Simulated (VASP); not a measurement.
# Sb: relaxation of cell and atoms with PBEsol

Crystal: Sb.

```
Sb
1.0
     3.06174    0.00000    0.00000
     0.00000    3.06174    0.00000
     0.00000    0.00000    3.06174
Sb
1
Cartesian
  0.0000 0.0000 0.0000
```

- Program: VASP 6.6.1
- Task: relaxation of cell and atoms
- Functional: PBEsol
- Potentials or basis: VASP PAW PBE potentials, release 64 (Sb)
- Cutoff: 600 eV
- k mesh: 14 × 14 × 14
- Occupations: gaussian, width 0.1 eV
- Spin: no spin polarisation
- Dipole correction: no
- Further INCAR settings: ALGO = Normal; EDIFF = 1e-06; IBRION = 2; EDIFFG = -0.005; NSW = 100; ISIF = 3

- Relaxed volume: 28.75 Å³/atom
- Relaxed cell: a = 3.063 Å, b = 3.063 Å, c = 3.063 Å, α = 90.00°, β = 90.00°, γ = 90.00°
- Space group after relaxing (to 0.05 Å): Pm-3m (No. 221)
- Energy gained by relaxing: 0.0 meV/atom
- Ionic steps: 3
- Pressure after relaxing: 0.0 GPa

Final structure:
```
Sb
1.0
     3.06344    0.00000    0.00000
     0.00000    3.06344    0.00000
     0.00000    0.00000    3.06344
Sb
1
Cartesian
  0.0000 0.0000 0.0000
```

Levels at points of the mesh, in eV from the Fermi level:
| k point | band 1 | band 2 | band 3 | band 4 | band 5 | band 6 |
| --- | --- | --- | --- | --- | --- | --- |
| (0.00, 0.00, 0.00) | -12.63 | 3.41 | 3.41 | 3.41 | 7.05 | 7.05 |
| (0.50, 0.00, 0.00) | -10.07 | -5.80 | 5.55 | 5.55 | 9.23 | 10.68 |
| (0.50, 0.50, 0.00) | -7.34 | -3.65 | -3.65 | 2.04 | 7.74 | 13.26 |
| (0.50, 0.50, 0.50) | -4.27 | -1.62 | -1.62 | -1.62 | 4.82 | 4.82 |

It took 10 s on 1 thread of AMD EPYC 9R45 96-Core Processor (Zen 5), with other jobs on the host, peak memory 0.13 GiB.

Caveat: the PAW data sets were made with another functional, which shifts forces and pressure a little; spin-orbit coupling is left out, which moves the levels of the heavy elements.
